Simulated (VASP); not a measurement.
Here is a VASP 6.6.1 calculation.

The input INCAR:

```
PREC = Accurate
ENCUT = 520
EDIFF = 1E-6
ISMEAR = 0
SIGMA = 0.1
LREAL = False
LASPH = True
NELM = 60
ALGO = Normal
ISIF = 2
LWAVE = False
LCHARG = False
GGA = PE
NBANDS = 16
```

The input KPOINTS:

```
Automatic mesh
0
Gamma
  4 4 4
```

POSCAR

```
CaH5
1.0
    3.5366345198     -2.4949251864     -0.1789459033
    3.5366345198      2.4949251864     -0.1789459033
   -1.4200274294      0.0000000000      3.0646041885
Ca H
1 5
Direct
    0.6394631982      0.3605368018      0.0000000000
    0.6222780427      0.9959776535      0.3123599665
    0.0040223465      0.3777219573      0.6876400335
    0.2243468972      0.7750865117      0.3575576643
    0.2249134883      0.7756531028      0.6424423357
    0.1976656571      0.8023343429      0.0000000000
```

Potentials or basis: VASP PAW PBE potentials, release 64 (Ca_sv, H).

The run is started by

```console
$ cat potpaw_PBE.64/Ca_sv/POTCAR potpaw_PBE.64/H/POTCAR > POTCAR
$ mpirun -np 1 vasp_std > vasp.out
```

**Question.** What does it give for the pressure?

**Answer.** -0.1 GPa.

**Question.** Estimate the largest force.

**Answer.** 0.016 eV/Å.

**Question.** Estimate the band gap on the k mesh.

**Answer.** Zero (an odd number of electrons rules out a gap without spin polarisation).

Stress tensor (GPa, compression positive):
```
 0.07  0.00 -0.15
 0.00 -0.26  0.00
-0.15  0.00 -0.09
```

Caveat: the k points lie up to 0.53 Å⁻¹ apart, too coarse for converged energies and pressures of a metal; an odd number of electrons without spin polarisation forces a metal; a magnetic or distorted state may lie lower.
